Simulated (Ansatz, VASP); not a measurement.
Two plane-wave programs on HfB2

File POSCAR:

```
HfB2
1.0
    3.1400000000      0.0000000000      0.0000000000
   -1.5700000000      2.7193197679      0.0000000000
    0.0000000000      0.0000000000      3.4800000000
Hf B
1 2
Direct
    0.0000000000      0.0000000000      0.0000000000
    0.6666666667      0.3333333333      0.5000000000
    0.3333333333      0.6666666667      0.5000000000
```

The input INCAR.step1:

```
SYSTEM = HfB2
  PREC = Accurate
  ENCUT = 520
  EDIFF = 1E-5
  ISMEAR = -1
  SIGMA = 0.05
  LREAL = .False.
  LASPH = .True.
  NELM = 60
  ALGO = Normal
  ISIF = 2
  LWAVE = .True.
  GGA = PE
  NBANDS = 15
```

INCAR.step2

```
SYSTEM = HfB2
  PREC = Accurate
  ENCUT = 520
  EDIFF = 1E-6
  ISMEAR = -1
  SIGMA = 0.05
  LREAL = .False.
  LASPH = .True.
  NELM = 60
  ALGO = Normal
  ISIF = 2
  LWAVE = .False.
  LCHARG = .True.
  GGA = PS
  LHFCALC = .True.
  AEXX = 0.25
  HFSCREEN = 0.207
  PRECFOCK = Normal
  LELF = .True.
  LVHAR = .True.
  ISTART = 1
  NBANDS = 15
```

Contents of KPOINTS:

```
regular mesh
0
Gamma
  5 5 4
  0 0 0
```

The input input.yaml:

```yaml
crystal:
  lattice:
    - [3.14, 0.0, 0.0]
    - [-1.57, 2.7193197679, 0.0]
    - [0.0, 0.0, 3.48]
  atoms:
    - { symbol: Hf, position: [0.0, 0.0, 0.0] }
    - { symbol: B, position: [0.6666666667, 0.3333333333, 0.5] }
    - { symbol: B, position: [0.3333333333, 0.6666666667, 0.5] }
hamiltonian:
  xc:
    exchange: hjs_pbesol
    correlation: pbesol
    exx: { coeff: 0.25, omega: 0.207 }
  pseudopotentials: { kind: paw }
kpoints:
  mp_grid: { grid: [5, 5, 4] }
  band_path:
    path:
      - [[0.0, 0.0, 0.0], [0.5, 0.0, 0.0], [0.3333333333, 0.3333333333, 0.0], [0.0, 0.0, 0.0], [0.0, 0.0, 0.5], [0.5, 0.0, 0.5], [0.3333333333, 0.3333333333, 0.5], [0.0, 0.0, 0.5]]
      - [[0.5, 0.0, 0.5], [0.5, 0.0, 0.0]]
      - [[0.3333333333, 0.3333333333, 0.0], [0.3333333333, 0.3333333333, 0.5]]
    npoints: 4
scf:
  occupations: { method: fermi_dirac, width: 0.05 }
  n_extra_bands: 7
output:
  forces: true
  stress: true
  eigenvalues: true
  fatbands: false
```

Alike in both runs: functional PBEsol-based screened hybrid with a share of 0.25 of exact exchange and HFSCREEN = 0.207; k mesh 5 × 5 × 4; occupations fermi-dirac, width 0.05 eV; no spin polarisation.

```csv
,VASP,Ansatz
version,VASP 6.6.1,Ansatz 0.2.0
potentials or method,"VASP PAW PBE potentials, release 64 (Hf_pv, B)",Ansatz PAW
plane-wave cutoff (eV),520,420
valence electrons in the cell,16,32
task,single point,band structure
```

Ansatz gave:

- gap on the k mesh at the Fermi level (eV): none
- pressure (GPa): -4.8
- traceless stress, the component that is largest in VASP (GPa): -1.97

Task: What did VASP give for the same quantities?

Result: gap on the k mesh at the Fermi level (eV): none; pressure (GPa): -6.9; traceless stress, the component that is largest in VASP (GPa): -2.22.

VASP's potentials were made for PBE, not for PBEsol-based screened hybrid. A gap of «none» marks a metal or a gap that the smearing closes. VASP's potentials hold 16 valence electrons a cell and Ansatz's 32, so a difference there can come from the potentials and not from the codes.

The k mesh is coarse, so the values compare programs but aren't converged. Neither program's run includes spin-orbit coupling.
